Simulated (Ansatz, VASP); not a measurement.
# Two plane-wave programs on Mo

INCAR

```
PREC = Accurate ; ENCUT = 520
EDIFF = 1E-7 ; ISMEAR = 0
SIGMA = 0.15 ; LREAL = False
LASPH = True ; NELM = 60
ALGO = Fast ; ISIF = 2
LWAVE = False ; LCHARG = True
LELF = True ; LVHAR = True
NBANDS = 13
```

The input KPOINTS:

```
Automatic mesh
0
Gamma
  22 22 22
```

The input POSCAR:

```
Mo
1.0
    0.0000000000      2.3261475816      1.5119959281
    2.3261475816      0.0000000000      1.5119959281
    2.3261475816      2.3261475816      0.0000000000
Mo
1
Direct
    0.0000000000      0.0000000000      0.0000000000
```

Input for Ansatz:

```yaml
crystal:
  lattice:
    - [0.0, 2.3261475816, 1.5119959281]
    - [2.3261475816, 0.0, 1.5119959281]
    - [2.3261475816, 2.3261475816, 0.0]
  atoms:
    - { symbol: Mo, position: [0.0, 0.0, 0.0] }
basis:
  ecutwfc: 420
kpoints:
  mp_grid: { grid: [22, 22, 22] }
hamiltonian:
  xc: lda
scf:
  occupations: { method: gaussian, width: 0.15 }
output:
  forces: true
  stress: true
  eigenvalues: true
```

Alike in both runs: task single point; functional LDA; k mesh 22 × 22 × 22; occupations gaussian, width 0.15 eV; no spin polarisation.

```csv
,VASP,Ansatz
version,VASP 6.6.1,Ansatz 0.2.0
potentials or method,"VASP PAW LDA potentials, release 64 (Mo_sv), cutoff 520 eV","scalar-relativistic, plane waves, PAW"
valence electrons in the cell,14,14
```

```csv
,VASP,Ansatz,Ansatz less VASP
gap on the k mesh at the Fermi level (eV),none,none,-
pressure (GPa),-18.6,-19.5,-0.92
"traceless stress, the component that is largest in VASP (GPa)",14.84,14.83,-0.005
```

LDA's correlation is that of Perdew and Zunger in VASP and of Perdew and Wang (1992) in Ansatz. A gap of «none» marks a metal or a gap that the smearing closes.
